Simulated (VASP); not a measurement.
A run of VASP 6.6.1:

INCAR

```
SYSTEM = TePt
PREC     = Accurate       ! precision mode
ENCUT    = 520            ! plane-wave cutoff, eV
EDIFF    = 1E-6           ! SCF threshold, eV
ISMEAR   = 0              ! smearing method
SIGMA    = 0.1            ! smearing width, eV
LREAL    = .False.        ! projectors in reciprocal space
LASPH    = .True.         ! aspherical terms in the spheres
NELM     = 60             ! most SCF steps
ALGO     = Normal         ! electronic algorithm
ISIF     = 2              ! what is computed and relaxed
LWAVE    = .False.        ! write WAVECAR
LCHARG   = .False.        ! write CHGCAR
GGA      = PS             ! functional
NBANDS   = 24             ! bands
```

KPOINTS

```
Automatic mesh
0
Gamma
  12 12 8
  0 0 0
```

Contents of POSCAR:

```
TePt
1.0
    4.2231471745      0.0000000000      0.0000000000
   -2.1115735872      3.6573527370      0.0000000000
    0.0000000000      0.0000000000      5.5416492602
Te Pt
2 2
Direct
    0.3333333333      0.6666666667      0.2500000000
    0.6666666667      0.3333333333      0.7500000000
    0.0000000000      0.0000000000      0.0000000000
    0.0000000000      0.0000000000      0.5000000000
```

Potentials or basis: VASP PAW PBE potentials, release 64 (Te, Pt).

Launch:

```console
$ cat potpaw_PBE.64/Te/POTCAR potpaw_PBE.64/Pt/POTCAR > POTCAR
$ mpirun -np 1 vasp_std > vasp.out
```

Hardware: 1 thread of Intel(R) Xeon(R) Platinum 8559C (Emerald Rapids), on a shared host.

Question: How long does it take, and how much memory?

Answer: Run time: 68 s on 1 thread of Intel(R) Xeon(R) Platinum 8559C (Emerald Rapids), with other jobs on the host, peak memory 0.32 GiB. Counts: scf iterations 14, k points 95.
